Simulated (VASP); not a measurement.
Rh: single point with PBE

The system is Rh.

```
Rh
1.0
    -0.28726    1.99165    1.91505
     1.99165   -0.28726    1.91505
     1.70440    1.70440    0.00000
Rh
1
Direct
  0.00000 0.00000 0.00000
```

```json
{
 "Program": "VASP 6.6.1",
 "Task": "single point",
 "Functional": "PBE",
 "Potentials or basis": "VASP PAW PBE potentials, release 64 (Rh_pv)",
 "Cutoff": "520 eV",
 "k mesh": "20 × 20 × 20",
 "Occupations": "gaussian, width 0.15 eV",
 "Spin": "no spin polarisation"
}
```

```json
{"Pressure": "4.3 GPa"}
```

Stress tensor (GPa, compression positive):
```
 13.79  34.40   0.00
 34.40  13.79   0.00
  0.00   0.00 -14.70
```

Levels at points of the mesh, in eV from the Fermi level:
```csv
k point,band 4,band 5,band 6,band 7,band 8,band 9,band 10,band 11
"(0.00, 0.00, 0.00)",-7.22,-4.00,-3.93,-0.90,-0.33,0.02,15.34,17.13
"(0.50, 0.00, 0.00)",-5.72,-3.71,-1.03,-0.62,-0.08,1.16,6.30,16.89
"(0.50, 0.50, 0.00)",-5.96,-5.24,0.95,1.12,1.22,3.72,7.95,11.99
"(0.00, 0.00, 0.50)",-5.47,-4.26,-1.41,0.30,1.37,2.62,10.52,14.69
"(0.50, 0.00, 0.50)",-5.56,-5.21,-0.14,0.66,1.58,3.65,11.84,13.49
```

Run time: 5.1 min on 1 thread of AMD EPYC 7R43 64-Core Processor (Zen 3) (shared host), peak memory 0.28 GiB.
